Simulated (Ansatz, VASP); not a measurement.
# Two plane-wave programs on Be

```xyz
2
Lattice="2.2652 0.0000 0.0000 -1.1326 1.9617 0.0000 0.0000 0.0000 3.5596" Properties=species:S:1:pos:R:3 pbc="T T T"
Be    0.0000    0.0000    0.0000
Be    0.0000    1.3078    1.7798
```

Alike in both runs: functional PBE; k mesh 27 × 27 × 15; no spin polarisation.

Ansatz relaxed the structure, and its values are those at the end. VASP's run is a single point on that final structure, the one shown.

```csv
,VASP,Ansatz
version,VASP 6.6.1,Ansatz 0.2.0
potentials or method,"VASP PAW PBE potentials, release 64 (Be)","plane-wave PAW, scalar-relativistic"
plane-wave cutoff (eV),520,420
occupations,"methfessel-paxton of order 1, width 0.1 eV","cold, width 0.1 eV"
valence electrons in the cell,4,4
```

```csv
,VASP,Ansatz,Ansatz less VASP
pressure (GPa),0.2,0.0,-0.19
```
